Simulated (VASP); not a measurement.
# CaO: single point with PBEsol

The system is CaO.

```xyz
2
Lattice="0.0000 2.4000 2.4000 2.4000 0.0000 2.4000 2.4000 2.4000 0.0000" Properties=species:S:1:pos:R:3 pbc="T T T"
Ca    0.0000    0.0000    0.0000
O     2.4000    2.4000    2.4000
```

| Quantity | Value |
| --- | --- |
| Program | VASP 6.6.1 |
| Task | single point |
| Functional | PBEsol |
| Potentials or basis | VASP PAW PBE potentials, release 64 (Ca_sv, O) |
| Cutoff | 600 eV |
| k mesh | 6 × 6 × 6 |
| Occupations | gaussian, width 0.05 eV |
| Spin | no spin polarisation |

The pressure is -1.8 GPa and the band gap on the k mesh is 3.53 eV (least direct gap 3.91 eV).

Levels at points of the mesh, in eV from the valence-band top:
| k point | band 6 | band 7 | band 8 | band 9 | band 10 | band 11 |
| --- | --- | --- | --- | --- | --- | --- |
| (0.00, 0.00, 0.00) | 0.00 | 0.00 | 0.00 | 4.60 | 6.20 | 6.20 |
| (0.50, 0.00, 0.00) | -2.70 | -1.23 | -1.23 | 7.04 | 8.36 | 8.40 |
| (0.50, 0.50, 0.00) | -1.32 | -0.38 | -0.38 | 3.53 | 8.07 | 8.95 |

Run time: 5.9 s on 1 thread of Intel(R) Xeon(R) Platinum 8488C (Sapphire Rapids) (shared host), peak memory 0.15 GiB.

Caveat: the PAW data sets were made with another functional, which shifts forces and pressure a little. A k mesh can miss the band edges.
